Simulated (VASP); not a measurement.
Write the native input for VASP 6.6.1 that does the following.

```
Task                   : single point
Functional             : PBE
Dispersion             : D3(BJ)
Potentials or basis    : VASP PAW PBE potentials, release 64 (Si, Ti_sv)
Cutoff                 : 520 eV
k mesh                 : 2 × 2 × 2
Occupations            : fermi-dirac, width 0.02 eV
Spin                   : no spin polarisation
Dipole correction      : no
Further INCAR settings : LREAL = Auto; ALGO = Normal; EDIFF = 1e-06; NBANDS = 52
```

The structure of TiSi16 (a cell with a defect) lies in POSCAR:

```
TiSi16
1.0
    0.0000000000      5.4300000000      5.4300000000
    5.4300000000      0.0000000000      5.4300000000
    5.4300000000      5.4300000000      0.0000000000
Si Ti
16 1
Direct
   -0.0025760589      0.0001666667     -0.0004053407
    0.0983470534      0.1376866483      0.1369930939
   -0.0026581031      0.0002010129      0.5128938306
    0.1381568140      0.1199302947      0.6259752302
   -0.0028023020      0.5135465009     -0.0003159300
    0.1380502762      0.6265395948      0.1194607735
    0.0382201657      0.4909203499      0.4904479742
    0.1379664825      0.6265594843      0.6260581952
    0.4673452118      0.0144209024      0.0142976980
    0.6213804788      0.1175475138      0.1170230203
    0.5102040516     -0.0192267035      0.5096344383
    0.6212476059      0.1177358195      0.6544011971
    0.5101000000      0.5099237569     -0.0195173112
    0.6210401473      0.6545423573      0.1176550645
    0.5099941068      0.5100151013      0.5101038674
    0.6668446593      0.6147709945      0.6144866483
    0.6813518416      0.2764757827      0.2763037753
```

One way to write it, as run:

INCAR

```
  PREC = Accurate
  ENCUT = 520
  EDIFF = 1E-6
  ISMEAR = -1
  SIGMA = 0.02
  LREAL = Auto
  LASPH = True
  NELM = 60
  ALGO = Normal
  ISIF = 2
  LWAVE = False
  LCHARG = False
  GGA = PE
  IVDW = 12
  NBANDS = 52
```

KPOINTS

```
Automatic mesh
0
Gamma
  2 2 2
```

Potentials or basis: VASP PAW PBE potentials, release 64 (Si, Ti_sv).

Run with:

```console
$ cat potpaw_PBE.64/Si/POTCAR potpaw_PBE.64/Ti_sv/POTCAR > POTCAR
$ mpirun -np 1 vasp_std > vasp.out
```

Results of the run:

```yaml
Pressure: 1.3 GPa
Largest_force: 2.281 eV/Å
Band_gap_on_the_k_mesh: zero (band 38 reaches 6.90 eV, above the bottom of band 39 at 6.62 eV)
Dispersion_energy_per_atom: -0.343 eV
```

Caveat: the k points lie up to 0.50 Å⁻¹ apart.

Wall time 3.1 min on 1 thread of Intel(R) Xeon(R) Platinum 8488C (Sapphire Rapids), on a shared host, peak memory 0.49 GiB.
